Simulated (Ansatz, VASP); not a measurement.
**Two plane-wave programs on Pt3PbC**

```xyz
5
Lattice="4.3480 0.0000 0.0000 0.0000 4.3480 0.0000 0.0000 0.0000 4.3480" Properties=species:S:1:pos:R:3 pbc="T T T"
Pt    0.0000    2.1740    2.1740
Pt    2.1740    0.0000    2.1740
Pt    2.1740    2.1740    0.0000
Pb    0.0000    0.0000    0.0000
C     2.1740    2.1740    2.1740
```

Alike in both runs: task single point; functional PBE; k mesh 6 × 6 × 6; no spin polarisation.

```csv
,VASP,Ansatz
version,VASP 6.6.1,Ansatz 0.2.0
potentials or method,"VASP PAW PBE potentials, release 64 (Pt, Pb_d, C), cutoff 600 eV","plane waves, PAW"
occupations,"methfessel-paxton of order 1, width 0.2 eV","cold, width 0.2 eV"
valence electrons in the cell,48,72
```

|  | VASP | Ansatz | Ansatz less VASP |
| --- | --- | --- | --- |
| pressure (GPa) | -0.7 | -0.6 | +0.09 |

VASP's potentials hold 48 valence electrons a cell and Ansatz's 72, so a difference there can come from the potentials and not from the codes.

Spin-orbit coupling is off throughout.
